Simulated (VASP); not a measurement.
# CaO in VASP: notebook

The runs below take CaO through relaxation of the atoms, single point, with PBEsol.

All numbers are computed with VASP 6.6.1; they aren't measurements. Logs are shortened: lines on timing, memory, paths and dates and some standing lists are left out, and cuts for length are marked.

## 1. The cell of the first run

The structure is trigonal, space group R-3m (No. 166). Conventional cell: a = 3.379 Å, b = 3.379 Å, c = 8.216 Å, α = 90.00°, β = 90.00°, γ = 120.00°. Ca (site symmetry -3m) has 6 O at 2.38 Å within 3.1 Å. O (site symmetry -3m) has 6 Ca at 2.38 Å within 3.1 Å.

## 2. Relaxation of the atoms, PBEsol (equal xy, yz and zx engineering shears of -0.5 %)

INCAR

```
ALGO = Normal
EDIFF = 1E-6
EDIFFG = -0.002
ENCUT = 520
GGA = PS
IBRION = 2
ISIF = 2
ISMEAR = 0
LASPH = T
LCHARG = F
LREAL = F
LWAVE = F
NELM = 100
NSW = 50
PREC = Accurate
SIGMA = 0.01
```

KPOINTS

```
k-points
0
Gamma
  10 10 10
```

POSCAR

```
CaO
1.0
   -0.0119178812      2.3776172997      2.3776172997
    2.3776172997     -0.0119178812      2.3776172997
    2.3776172997      2.3776172997     -0.0119178812
Ca O
1 1
Direct
    0.0000000000      0.0000000000      0.0000000000
    0.5000000000      0.5000000000      0.5000000000
```

Potentials or basis: VASP PAW PBE potentials, release 64 (Ca_sv, O).

The run is started by

```console
$ cat potpaw_PBE.64/Ca_sv/POTCAR potpaw_PBE.64/O/POTCAR > POTCAR
$ mpirun -np 1 vasp_std > vasp.out
```

OUTCAR:

```text
EDIFF = 1E-6
   EDIFFG = -0.002
   ENCUT = 520
   GGA = PS
   IBRION = 2
   ISIF = 2
   ISMEAR = 0
   LASPH = T
   LREAL = F
   NELM = 100
   NSW = 50
   PREC = Accurate

 ion  position               nearest neighbor table
   1  0.000  0.000  0.000-   2 2.38   2 2.38   2 2.38   2 2.38   2 2.38   2 2.38
   2  0.500  0.500  0.500-   1 2.38   1 2.38   1 2.38   1 2.38   1 2.38   1 2.38

  LATTYP: Found a trigonal (rhomboedric) cell.
 ALAT       =     3.3624797521
 COS(alpha) =     0.4949812504

  Lattice vectors:

 A1 = (  -0.0119178812,   2.3776172997,   2.3776172997)
 A2 = (   2.3776172997,  -0.0119178812,   2.3776172997)
 A3 = (   2.3776172997,   2.3776172997,  -0.0119178812)

Analysis of symmetry for initial positions (statically):
=====================================================================
 Subroutine PRICEL returns:
 Original cell was already a primitive cell.

 Routine SETGRP: Setting up the symmetry group for a
 trigonal (rhombohedral) supercell.

 Subroutine GETGRP returns: Found 12 space group operations
 (whereof 12 operations were pure point group operations)
 out of a pool of 12 trial point group operations.

The static configuration has the point symmetry D_3d.

Analysis of symmetry for dynamics (positions and initial velocities):
=====================================================================
 Subroutine PRICEL returns:
 Original cell was already a primitive cell.

 Routine SETGRP: Setting up the symmetry group for a
 trigonal (rhombohedral) supercell.

 Subroutine GETGRP returns: Found 12 space group operations
 (whereof 12 operations were pure point group operations)
 out of a pool of 12 trial point group operations.

The dynamic configuration has the point symmetry D_3d.

 Subroutine INISYM returns: Found 12 space group operations
 (whereof 12 operations are pure point group operations),
 and found     1 'primitive' translations

----------------------------------------------------------------------------------------

                                     Primitive cell

  volume of cell :      27.0838

  direct lattice vectors                    reciprocal lattice vectors
    -0.011917881  2.377617300  2.377617300    -0.208719973  0.209771459  0.209771459
     2.377617300 -0.011917881  2.377617300     0.209771459 -0.208719973  0.209771459
     2.377617300  2.377617300 -0.011917881     0.209771459  0.209771459 -0.208719973

  length of vectors
     3.362479752  3.362479752  3.362479752     0.362728765  0.362728765  0.362728765

  position of ions in fractional coordinates (direct lattice)
     0.000000000  0.000000000  0.000000000
     0.500000000  0.500000000  0.500000000

  ion indices of the primitive-cell ions
   primitive index   ion index
                 1           1
                 2           2

----------------------------------------------------------------------------------------

 KPOINTS: k-points

Automatic generation of k-mesh.
 Grid dimensions read from file:
 generate k-points for:   10   10   10

 Generating k-lattice:

  Cartesian coordinates                     Fractional coordinates (reciprocal lattice)
    -0.020871997  0.020977146  0.020977146     0.100000000  0.000000000 -0.000000000
     0.020977146 -0.020871997  0.020977146     0.000000000  0.100000000 -0.000000000
     0.020977146  0.020977146 -0.020871997     0.000000000  0.000000000  0.100000000

  Length of vectors
     0.036272877  0.036272877  0.036272877

  Shift w.r.t. Gamma in fractional coordinates (k-lattice)
     0.000000000  0.000000000  0.000000000

 Subroutine IBZKPT returns following result:
 ===========================================

 Found    116 irreducible k-points:

 Following reciprocal coordinates:
            Coordinates               Weight
  0.000000  0.000000  0.000000      1.000000
  0.100000  0.000000  0.000000      6.000000
  0.200000  0.000000  0.000000      6.000000
  0.300000  0.000000  0.000000      6.000000
  0.400000  0.000000 -0.000000      6.000000
  0.500000  0.000000 -0.000000      3.000000
[... 16 lines left out ...]
  0.300000  0.300000  0.000000      6.000000
  0.400000  0.300000  0.000000     12.000000
 [... further k-points ...]
   k-points           NKPTS =    116   k-points in BZ     NKDIM =    116   number of bands    NBANDS=     12
   number of dos      NEDOS =    301   number of ions     NIONS =      2
   total plane-waves  NPLWV =  21952
   dimension x,y,z NGX =    28 NGY =   28 NGZ =   28
   dimension x,y,z NGXF=    56 NGYF=   56 NGZF=   56
   ions per type =               1   1
   NGX,Y,Z   is equivalent  to a cutoff of  13.84, 13.84, 13.84 a.u.
   NGXF,Y,Z  is equivalent  to a cutoff of  27.69, 27.69, 27.69 a.u.
 SYSTEM =  unknown system
   PREC   = accura    normal or accurate (medium, high low for compatibility)
   ISTART =      0    job   : 0-new  1-cont  2-samecut
   ICHARG =      2    charge: 1-file 2-atom 10-const
   ISPIN  =      1    spin polarized calculation?
   LNONCOLLINEAR =      F non collinear calculations
   LSORBIT =      F    spin-orbit coupling
   LASPH  =      T    aspherical Exc in radial PAW
   ENCUT  =  520.0 eV  38.22 Ry    6.18 a.u.   6.25  6.25  6.25*2*pi/ulx,y,z
   NELM   =    100;   NELMIN=  2; NELMDL= -5     # of ELM steps
   EDIFF  = 0.1E-05   stopping-criterion for ELM
   LREAL  =      F    real-space projection
   EDIFFG = -.2E-02   stopping-criterion for IOM
   NSW    =     50    number of steps for IOM
   IBRION =      2    ionic relax: 0-MD 1-quasi-New 2-CG
   NFREE  =      1    steps in history (QN), initial steepest desc. (CG)
   ISIF   =      2    stress and relaxation
   ISYM   =      2    0-nonsym 1-usesym 2-fastsym
   POTIM  = 0.5000    time-step for ionic-motion
   TEBEG  =    0.0;   TEEND  =   0.0 temperature during run
   PSTRESS=    0.0 pullay stress
   NELECT =      16.0000    total number of electrons
   NUPDOWN=      -1.0000    fix difference up-down
   EMIN   =  10.00;   EMAX   =-10.00  energy-range for DOS
   EFERMI =   0.00;   METHOD = LEGACY
   ISMEAR =     0;   SIGMA  =   0.01  broadening in eV -4-tet -1-fermi 0-gaus
   EFERMI_NEDOS =   21; number of points for ismear=-14 and -15
   IALGO  =     38    algorithm
   IMIX   =      4    mixing-type and parameters
     AMIX     =   0.40;   BMIX     =  1.00
     AMIX_MAG =   1.60;   BMIX_MAG =  1.00
  volume/ion in A,a.u.               =      13.54        91.39
  Fermi-wavevector in a.u.,A,eV,Ry     =   1.373658  2.595836 25.673313  1.886935
  Thomas-Fermi vector in A             =   2.499155
   LORBIT       =      0    0 simple, 1 ext, 2 COOP (PROOUT), +10 PAW based schemes
   GGA     = PS    functional components
   LHFCALC =     F    Hartree Fock is set to
   AEXX    =    0.0000 exact exchange contribution
   IVDW    =     0    specifies the selected vdW correction
   LEPSILON=     F    determine dielectric tensor
   LRPA    =     F    only Hartree local field effects (RPA)
 conjugate gradient relaxation of ions
 non-spin polarized calculation
 Gauss-broadening in eV      SIGMA  =   0.01
  energy-cutoff  :      520.00
  volume of cell :       27.08
 maximum number of plane-waves:       745
 NGX is ok and might be reduce to    28
   NGX = 13   NGY = 13   NGZ = 13

 number of electron      15.9999997 magnetization

 Free energy of the ion-electron system (eV)
  ---------------------------------------------------
  ext. energy  EPLUGINS =         0.00000000
  ---------------------------------------------------
  free energy    TOTEN  =       -13.41031095 eV

  energy without entropy =      -13.41031095  energy(sigma->0) =      -13.41031095

 E-fermi :   2.4213     XC(G=0): -10.8590

 val. band max:        2.3523808704   @ k =   0.0000   0.0000   0.0000
 cond. band min:       5.8576338613   @ k =   0.5000   0.5000   0.0000
 fundamental gap:      3.5052529909
 Fermi energy:         2.4213320900

 k-point     1 :       0.0000    0.0000    0.0000
  band No.  band energies     occupation
      1     -34.9520      2.00000
      2     -15.7745      2.00000
      3     -15.7745      2.00000
      4     -15.7727      2.00000
      5     -13.1568      2.00000
      6       2.3273      2.00000
      7       2.3273      2.00000
      8       2.3524      2.00000
      9       7.0988      0.00000
     10       8.5587      0.00000
     11       8.5587      0.00000
     12       8.6403      0.00000

 k-point     2 :       0.1000    0.0000    0.0000
  band No.  band energies     occupation
      1     -34.9408      2.00000
      2     -15.9435      2.00000
      3     -15.7798      2.00000
      4     -15.7788      2.00000
      5     -12.9814      2.00000
      6       1.9535      2.00000
      7       2.1790      2.00000
      8       2.2034      2.00000
      9       7.5664      0.00000
     10       8.5309      0.00000
     11       8.7377      0.00000
     12       8.8112      0.00000

 k-point     3 :       0.2000    0.0000    0.0000
  band No.  band energies     occupation
      1     -34.9114      2.00000
      2     -16.3146      2.00000
      3     -15.7941      2.00000
      4     -15.7938      2.00000
      5     -12.5930      2.00000
      6       1.1509      2.00000
      7       1.8246      2.00000
      8       1.8534      2.00000
      9       8.4638      0.00000
     10       8.7203      0.00000
     11       9.2318      0.00000
     12       9.3053      0.00000
[... 286 lines left out ...]
 k-point    23 :       0.3000    0.3000    0.0000
  band No.  band energies     occupation
      1     -34.8501      2.00000
      2     -16.4470      2.00000
      3     -15.9437      2.00000
      4     -15.9396      2.00000
      5     -12.5682      2.00000
      6       0.5343      2.00000
      7       1.9777      2.00000
      8       1.9997      2.00000
      9       6.5906      0.00000
     10       9.5037      0.00000
     11      10.9352      0.00000
     12      11.0648      0.00000

 k-point    24 :       0.4000    0.3000    0.0000
  band No.  band energies     occupation
      1     -34.8270      2.00000
      2     -16.5137      2.00000
      3     -15.9999      2.00000
      4     -15.9649      2.00000
      5     -12.5780      2.00000
      6       0.6095      2.00000
      7       1.7578      2.00000
      8       1.8845      2.00000
      9       6.5561      0.00000
     10      10.1045      0.00000
     11      11.2779      0.00000
     12      11.3742      0.00000

 [... further k-points ...]

------------------------ aborting loop because EDIFF is reached ----------------------------------------

  FORCE on cell =-STRESS in cart. coord.  units (eV):
  Direction    XX          YY          ZZ          XY          YZ          ZX
  --------------------------------------------------------------------------------------
  -------------------------------------------------------------------------------------
  Total        0.1103149      0.1103149      0.1103149      0.0639994      0.0639994      0.0639994
  in kB        6.5258301      6.5258301      6.5258301      3.7859749      3.7859749      3.7859749
  external PRESSURE =       6.5258301 kB  Pullay stress =       0.0000000 kB

 VOLUME and BASIS-vectors are now :
 -----------------------------------------------------------------------------
  energy-cutoff  :      520.00
  volume of cell :       27.08
      direct lattice vectors                 reciprocal lattice vectors
    -0.011917881  2.377617300  2.377617300    -0.208719973  0.209771459  0.209771459
     2.377617300 -0.011917881  2.377617300     0.209771459 -0.208719973  0.209771459
     2.377617300  2.377617300 -0.011917881     0.209771459  0.209771459 -0.208719973

 POSITION                                       TOTAL-FORCE (eV/Angst)
 -----------------------------------------------------------------------------------
      0.00000      0.00000      0.00000        -0.000000      0.000000     -0.000000
      2.37166      2.37166      2.37166         0.000000     -0.000000      0.000000
 -----------------------------------------------------------------------------------
    total drift:                                0.000000      0.000000      0.000000

  FREE ENERGIE OF THE ION-ELECTRON SYSTEM (eV)
  ---------------------------------------------------
  free  energy   TOTEN  =       -13.4103109487 eV

  energy  without entropy=      -13.4103109487  energy(sigma->0) =      -13.41031095

 reached required accuracy - stopping structural energy minimisation
```

It took 80 s on 1 thread of Intel Xeon 8259CL, shared host; peak memory 0.19 GiB.

What came out:

- Free energy: -13.4103 eV
- Pressure after relaxing: 0.7 GPa
- Band gap on the k mesh: 3.51 eV (least direct gap 3.88 eV)

Final structure:
```
Ca O
1.0
    -0.01192    2.37762    2.37762
     2.37762   -0.01192    2.37762
     2.37762    2.37762   -0.01192
Ca O
1 1
Cartesian
  0.0000 0.0000 0.0000
  2.3717 2.3717 2.3717
```

Caveat: the cell differs from its parent crystal (equal xy, yz and zx engineering shears of -0.5 %); the PAW data sets were made with another functional, which shifts forces and pressure a little. A k mesh can miss the band edges.

## 3. Relaxation of the atoms, PBEsol (equal xy, yz and zx engineering shears of +0.5 %)

INCAR

```
PREC = Accurate ; ENCUT = 520
EDIFF = 1E-6 ; ISMEAR = 0
SIGMA = 0.01 ; LREAL = F
LASPH = T ; NELM = 100
ALGO = Normal ; ISIF = 2
LWAVE = F ; LCHARG = F
GGA = PS ; IBRION = 2
NSW = 50 ; EDIFFG = -0.002
```

KPOINTS

```
regular mesh
0
Gamma
  10 10 10
```

POSCAR

```
CaO
1.0
    0.0119178812      2.3895351810      2.3895351810
    2.3895351810      0.0119178812      2.3895351810
    2.3895351810      2.3895351810      0.0119178812
Ca O
1 1
Direct
    0.0000000000      0.0000000000      0.0000000000
    0.5000000000      0.5000000000      0.5000000000
```

Potentials or basis: VASP PAW PBE potentials, release 64 (Ca_sv, O).

The run is started by

```console
$ cat potpaw_PBE.64/Ca_sv/POTCAR potpaw_PBE.64/O/POTCAR > POTCAR
$ mpirun -np 1 vasp_std > vasp.out
```

OUTCAR:

```text
PREC = Accurate
   ENCUT = 520
   EDIFF = 1E-6
   ISMEAR = 0
   LREAL = F
   LASPH = T
   NELM = 100
   ISIF = 2
   GGA = PS
   IBRION = 2
   NSW = 50
   EDIFFG = -0.002

 ion  position               nearest neighbor table
   1  0.000  0.000  0.000-   2 2.38   2 2.38   2 2.38   2 2.38   2 2.38   2 2.38
   2  0.500  0.500  0.500-   1 2.38   1 2.38   1 2.38   1 2.38   1 2.38   1 2.38

  LATTYP: Found a trigonal (rhomboedric) cell.
 ALAT       =     3.3793340762
 COS(alpha) =     0.5049812503
[... 553 lines left out ...]

  FORCE on cell =-STRESS in cart. coord.  units (eV):
  Direction    XX          YY          ZZ          XY          YZ          ZX
  --------------------------------------------------------------------------------------
  -------------------------------------------------------------------------------------
  Total        0.1101522      0.1101522      0.1101522     -0.0656803     -0.0656803     -0.0656803
  in kB        6.5162068      6.5162068      6.5162068     -3.8854092     -3.8854092     -3.8854092
  external PRESSURE =       6.5162068 kB  Pullay stress =       0.0000000 kB

 VOLUME and BASIS-vectors are now :
 -----------------------------------------------------------------------------
  energy-cutoff  :      520.00
  volume of cell :       27.08
      direct lattice vectors                 reciprocal lattice vectors
     0.011917881  2.389535181  2.389535181    -0.210817688  0.209771446  0.209771446
     2.389535181  0.011917881  2.389535181     0.209771446 -0.210817688  0.209771446
     2.389535181  2.389535181  0.011917881     0.209771446  0.209771446 -0.210817688

 POSITION                                       TOTAL-FORCE (eV/Angst)
 -----------------------------------------------------------------------------------
      0.00000      0.00000      0.00000        -0.000000      0.000000     -0.000000
      2.39549      2.39549      2.39549         0.000000     -0.000000      0.000000
 -----------------------------------------------------------------------------------
    total drift:                                0.000000      0.000000      0.000000

  FREE ENERGIE OF THE ION-ELECTRON SYSTEM (eV)
  ---------------------------------------------------
  free  energy   TOTEN  =       -13.4103044177 eV

  energy  without entropy=      -13.4103044177  energy(sigma->0) =      -13.41030442

 reached required accuracy - stopping structural energy minimisation
```

OSZICAR:

```text
N       E                     dE             d eps       ncg     rms          rms(c)
DAV:   1     0.129290373595E+03    0.12929E+03   -0.86598E+03  2784   0.136E+03
DAV:   2    -0.863821496019E+01   -0.13793E+03   -0.12952E+03  3304   0.336E+02
DAV:   3    -0.147345816941E+02   -0.60964E+01   -0.60487E+01  3552   0.738E+01
DAV:   4    -0.149300780350E+02   -0.19550E+00   -0.19512E+00  4004   0.117E+01
DAV:   5    -0.149327661791E+02   -0.26881E-02   -0.26880E-02  3484   0.136E+00    0.807E+00
DAV:   6    -0.134770370391E+02    0.14557E+01   -0.74441E+00  3244   0.261E+01    0.356E+00
DAV:   7    -0.134238782959E+02    0.53159E-01   -0.62816E-01  3892   0.794E+00    0.170E+00
DAV:   8    -0.134120325219E+02    0.11846E-01   -0.71137E-02  2996   0.305E+00    0.384E-01
DAV:   9    -0.134100674462E+02    0.19651E-02   -0.19847E-02  3488   0.116E+00    0.132E-01
DAV:  10    -0.134103010237E+02   -0.23358E-03   -0.18081E-03  3020   0.472E-01    0.235E-02
DAV:  11    -0.134103073124E+02   -0.62887E-05   -0.14632E-04  3792   0.119E-01    0.147E-02
DAV:  12    -0.134103045697E+02    0.27427E-05   -0.13495E-05  3328   0.441E-02    0.323E-03
DAV:  13    -0.134103044177E+02    0.15203E-06   -0.14742E-06  2548   0.112E-02
   1 F= -.13410304E+02 E0= -.13410304E+02  d E =-.134103E+02
```

CONTCAR:

```text
CaO
   1.00000000000000
     0.0119178812000000    2.3895351809999998    2.3895351809999998
     2.3895351809999998    0.0119178812000000    2.3895351809999998
     2.3895351809999998    2.3895351809999998    0.0119178812000000
  Ca              O
     1     1
Direct
     0.0000000000000000    0.0000000000000000    0.0000000000000000
     0.5000000000000000    0.5000000000000000    0.5000000000000000

  0.00000000E+00  0.00000000E+00  0.00000000E+00
  0.00000000E+00  0.00000000E+00  0.00000000E+00
```

Wall time 74 s (1 thread of Intel Xeon 8259CL, shared host); peak memory 0.19 GiB.

What came out:

```
Free energy             : -13.4103 eV
Pressure after relaxing : 0.7 GPa
Band gap on the k mesh  : 3.51 eV (least direct gap 3.88 eV)
```

Final structure:
```
Ca O
1.0
     0.01192    2.38954    2.38954
     2.38954    0.01192    2.38954
     2.38954    2.38954    0.01192
Ca O
1 1
Cartesian
  0.0000 0.0000 0.0000
  2.3955 2.3955 2.3955
```

Levels at points of the mesh, in eV from the valence-band top:
| k point | band 5 | band 6 | band 7 | band 8 | band 9 | band 10 | band 11 | band 12 |
| --- | --- | --- | --- | --- | --- | --- | --- | --- |
| (0.00, 0.00, 0.00) | -15.50 | -0.03 | 0.00 | 0.00 | 4.75 | 6.19 | 6.27 | 6.27 |
| (0.50, 0.00, 0.00) | -14.15 | -2.76 | -1.31 | -1.27 | 7.13 | 8.48 | 8.51 | 8.55 |
| (0.50, 0.50, 0.00) | -15.26 | -1.32 | -0.39 | -0.37 | 3.51 | 8.22 | 9.06 | 9.76 |
| (0.50, 0.50, 0.50) | -14.15 | -2.76 | -1.25 | -1.25 | 7.10 | 8.47 | 8.47 | 8.52 |

Caveat: the cell differs from its parent crystal (equal xy, yz and zx engineering shears of +0.5 %); the PAW data sets were made with another functional, which shifts forces and pressure a little.

(Part 1 of 2 ends here.)
